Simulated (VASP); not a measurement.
A run of VASP 6.6.1:

POSCAR

```
P
1.0
    3.0910000000      0.0000000000      0.0000000000
   -1.5455000000      2.6768845231      0.0000000000
    0.0000000000      0.0000000000     28.0000000000
P
2
Direct
    0.3333333333      0.6666666667      0.5234107143
    0.6666666667      0.3333333333      0.4765892857
```

Contents of INCAR.step1:

```
PREC = Accurate
ENCUT = 520
ISMEAR = 0
SIGMA = 0.02
LREAL = False
LASPH = True
NELM = 80
LDIPOL = True
IDIPOL = 3
DIPOL = 0.5 0.5 0.500
NBANDS = 12
GGA = PE
ALGO = Normal
EDIFF = 1E-4
LWAVE = True
LCHARG = False
```

Contents of INCAR.step2:

```
PREC = Accurate
ENCUT = 520
EDIFF = 1E-7
ISMEAR = 0
SIGMA = 0.02
LREAL = False
LASPH = True
NELM = 80
ALGO = Normal
ISIF = 2
LWAVE = False
LCHARG = False
LDIPOL = True
IDIPOL = 3
DIPOL = 0.5 0.5 0.500
METAGGA = R2SCAN
LMIXTAU = True
NBANDS = 12
ISTART = 1
```

Contents of KPOINTS:

```
Automatic mesh
0
Gamma
  9 9 1
```

Potentials or basis: VASP PAW PBE potentials, release 64 (P).

Command:

```sh
$ cat potpaw_PBE.64/P/POTCAR > POTCAR
$ cp INCAR.step1 INCAR
$ mpirun -np 1 vasp_std > vasp.out
$ cp INCAR.step2 INCAR
$ mpirun -np 1 vasp_std > vasp.out
```

Hardware: 1 thread of AMD EPYC 9R45 96-Core Processor (Zen 5) (shared host).

Task: How long does it take, and how much memory?

Result: It took 2.6 min on 1 thread of AMD EPYC 9R45 96-Core Processor (Zen 5), with other jobs on the host, peak memory 0.34 GiB. Counts: k points 12.
